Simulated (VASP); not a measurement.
Wanted: the native input for a VASP 6.6.1 run.

| Quantity | Value |
| --- | --- |
| Task | single point |
| Functional | PBE |
| Potentials or basis | VASP PAW PBE potentials, release 64 (Nb_sv, Cd) |
| Cutoff | 520 eV |
| k mesh | 6 × 6 × 6 |
| Occupations | methfessel-paxton, width 0.15 eV |
| Spin | no spin polarisation |
| Dipole correction | no |
| Further INCAR settings | ALGO = Normal; EDIFF = 1e-06; NBANDS = 32 |

The structure of NbCd3 lies in POSCAR:

```
NbCd3
1.0
    4.2498362905      0.0000000000      0.0000000000
    0.0000000000      4.2498362905      0.0000000000
    0.0000000000      0.0000000000      4.2498362905
Nb Cd
1 3
Direct
    0.0000000000      0.0000000000      0.0000000000
    0.0000000000      0.5000000000      0.5000000000
    0.5000000000      0.0000000000      0.5000000000
    0.5000000000      0.5000000000      0.0000000000
```

The input as run:

INCAR

```
SYSTEM = NbCd3
PREC = Accurate
ENCUT = 520
EDIFF = 1E-6
ISMEAR = 1
SIGMA = 0.15
LREAL = .FALSE.
LASPH = .TRUE.
NELM = 60
ALGO = Normal
ISIF = 2
LWAVE = .FALSE.
LCHARG = .FALSE.
GGA = PE
NBANDS = 32
```

KPOINTS

```
regular mesh
0
G
  6 6 6
  0 0 0
```

Potentials or basis: VASP PAW PBE potentials, release 64 (Nb_sv, Cd).

Command:

```sh
$ cat potpaw_PBE.64/Nb_sv/POTCAR potpaw_PBE.64/Cd/POTCAR > POTCAR
$ mpirun -np 1 vasp_std > vasp.out
```

It gave:

| Quantity | Value |
| --- | --- |
| Pressure | 4.7 GPa |

Run time: 18 s on 1 thread of Intel(R) Xeon(R) Platinum 8559C (Emerald Rapids), with other jobs on the host, peak memory 0.19 GiB.
